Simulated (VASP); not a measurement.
Write the native input for VASP 6.6.1 that does the following.

- Task: single point
- Functional: PBE
- Potentials or basis: VASP PAW PBE potentials, release 64 (Si, C)
- Cutoff: 600 eV
- k mesh: 8 × 8 × 8
- Occupations: fermi-dirac, width 0.05 eV
- Spin: no spin polarisation
- Dipole correction: no
- Further INCAR settings: ALGO = Normal; EDIFF = 1e-06; NBANDS = 11

The structure of SiC (Moissanite 3C) lies in POSCAR:

```
SiC
1.0
    0.0000000000      2.1790000000      2.1790000000
    2.1790000000      0.0000000000      2.1790000000
    2.1790000000      2.1790000000      0.0000000000
Si C
1 1
Direct
    0.0000000000      0.0000000000      0.0000000000
    0.7500000000      0.7500000000      0.7500000000
```

The input as run:

INCAR

```
ALGO = Normal
EDIFF = 1E-6
ENCUT = 600
GGA = PE
GGA_COMPAT = F
ISIF = 2
ISMEAR = -1
LASPH = T
LCHARG = F
LREAL = F
LWAVE = F
NBANDS = 11
NELM = 120
PREC = Accurate
SIGMA = 0.05
```

KPOINTS

```
k-points
0
Gamma
  8 8 8
```

Potentials or basis: VASP PAW PBE potentials, release 64 (Si, C).

The run is started by

```sh
$ cat potpaw_PBE.64/Si/POTCAR potpaw_PBE.64/C/POTCAR > POTCAR
$ mpirun -np 1 vasp_std > vasp.out
```

Results of the run:

| Item | Value |
| --- | --- |
| Pressure | 3.1 GPa |
| Band gap on the k mesh | 1.36 eV, indirect (least direct gap 4.54 eV) |

Wall time 10 s on 1 thread of Intel(R) Xeon(R) Platinum 8488C (Sapphire Rapids) (shared host), peak memory 0.15 GiB.
